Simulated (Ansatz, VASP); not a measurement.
# Pb: VASP beside Ansatz

```
Pb
1.0
     3.20160    0.00000    0.00000
    -1.60080    2.77267    0.00000
     0.00000    0.00000    5.59000
Pb
2
Cartesian
  0.0000 1.8484 1.3975
  1.6008 0.9242 4.1925
```

Change from the starting cell: strain -0.080 along x and y, +0.000 along z, atoms carried along.

Alike in both runs: task single point; functional PBEsol; k mesh 18 × 18 × 10; occupations gaussian, width 0.15 eV; no spin polarisation.

|  | VASP | Ansatz |
| --- | --- | --- |
| version | VASP 6.6.1 | Ansatz 0.2.0 |
| potentials or method | VASP PAW PBE potentials, release 64 (Pb_d), cutoff 520 eV | scalar-relativistic, plane waves, PAW |
| valence electrons in the cell | 28 | 28 |

```csv
,VASP,Ansatz,Ansatz less VASP
gap on the k mesh at the Fermi level (eV),none,none,-
pressure (GPa),14.0,14.1,+0.15
"traceless stress, the component that is largest in VASP (GPa)",-4.12,-4.12,-0.007
```

VASP's potentials were made for PBE, not for PBEsol. A gap of «none» marks a metal or a gap that the smearing closes. The functional is the same, so the differences come from potentials, cutoffs and numerics.

Spin-orbit coupling is off throughout.
